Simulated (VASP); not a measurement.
Crystal: TaN.

```
CELL_PARAMETERS angstrom
2.93800 0.00000 0.00000
-1.46900 2.54438 0.00000
0.00000 0.00000 2.88300
ATOMIC_POSITIONS crystal
Ta 0.33333 0.66667 0.50000
N 0.00000 0.00000 0.00000
```

Program: VASP 6.6.1. Alike in all runs: task single point; level PBEsol+D4; potentials or basis VASP PAW PBE potentials, release 64 (Ta_pv, N); no spin polarisation; cell as given; cutoff (eV) 520; smearing fermi-dirac 0.05 eV. Hardware: 1 thread of AMD EPYC 7R13, on a shared host.

**Question.** Order these runs on this cell by their wall time, lowest first.
A. k mesh 7 × 7 × 6
B. k mesh 3 × 3 × 3
C. k mesh 11 × 11 × 10

**Answer.** B (6.3 s), A (17 s), C (57 s).

Caveats: some runs use coarse meshes.
